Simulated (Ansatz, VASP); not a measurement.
# GaSb in VASP and in Ansatz

The input INCAR:

```
PREC = Accurate
ENCUT = 520
EDIFF = 1E-6
ISMEAR = 0
SIGMA = 0.15
LREAL = F
LASPH = T
NELM = 60
ALGO = Fast
ISIF = 2
LWAVE = F
LCHARG = F
GGA = CA
NBANDS = 16
```

File KPOINTS:

```
regular mesh
0
Gamma
  18 18 18
```

The input POSCAR:

```
GaSb
1.0
   -1.6300581863      2.5916202374      2.9004672341
    1.6300581863     -2.5916202374      2.9004672341
    1.6300581863      2.5916202374     -2.9004672341
Ga Sb
1 1
Direct
    0.0000000000      0.0000000000      0.0000000000
    0.5000000000      0.5000000000      0.0000000000
```

Input for Ansatz:

```yaml
crystal:
  lattice:
    - [-1.6300581863, 2.5916202374, 2.9004672341]
    - [1.6300581863, -2.5916202374, 2.9004672341]
    - [1.6300581863, 2.5916202374, -2.9004672341]
  atoms:
    - { symbol: Ga, position: [0.0, 0.0, 0.0] }
    - { symbol: Sb, position: [0.5, 0.5, 0.0] }
basis:
  ecutwfc: 420
kpoints:
  mp_grid: { grid: [18, 18, 18] }
hamiltonian:
  xc: lda
  pseudopotentials: { kind: paw, azcp: { folder: soft_1 } }
scf:
  occupations: { method: gaussian, width: 0.15 }
output:
  forces: true
  stress: true
  eigenvalues: true
```

Change from the starting cell: volume 24.506 Å^3 an atom, stretch along a over the lengths across it, relative to the relaxed cell 1.0000.

Alike in both runs: task single point; functional LDA; k mesh 18 × 18 × 18; occupations gaussian, width 0.15 eV; no spin polarisation.

|  | VASP | Ansatz |
| --- | --- | --- |
| version | VASP 6.6.1 | Ansatz 0.2.0 |
| potentials or method | VASP PAW LDA potentials, release 64 (Ga_d, Sb), cutoff 520 eV | scalar-relativistic, plane waves, PAW |
| valence electrons in the cell | 18 | 28 |

|  | VASP | Ansatz | Ansatz less VASP |
| --- | --- | --- | --- |
| gap on the k mesh at the Fermi level (eV) | none | none | - |
| pressure (GPa) | -5.2 | -5.2 | -0.08 |
| traceless stress, the component that is largest in VASP (GPa) | -0.21 | -0.21 | -0.005 |

Ansatz warns that its potentials were made for another functional, while VASP's fit it. LDA's correlation is that of Perdew and Zunger in VASP and of Perdew and Wang (1992) in Ansatz. A gap of «none» marks a metal or a gap that the smearing closes. VASP's potentials hold 18 valence electrons a cell and Ansatz's 28, so a difference there can come from the potentials and not from the codes.

Spin-orbit coupling is off throughout.
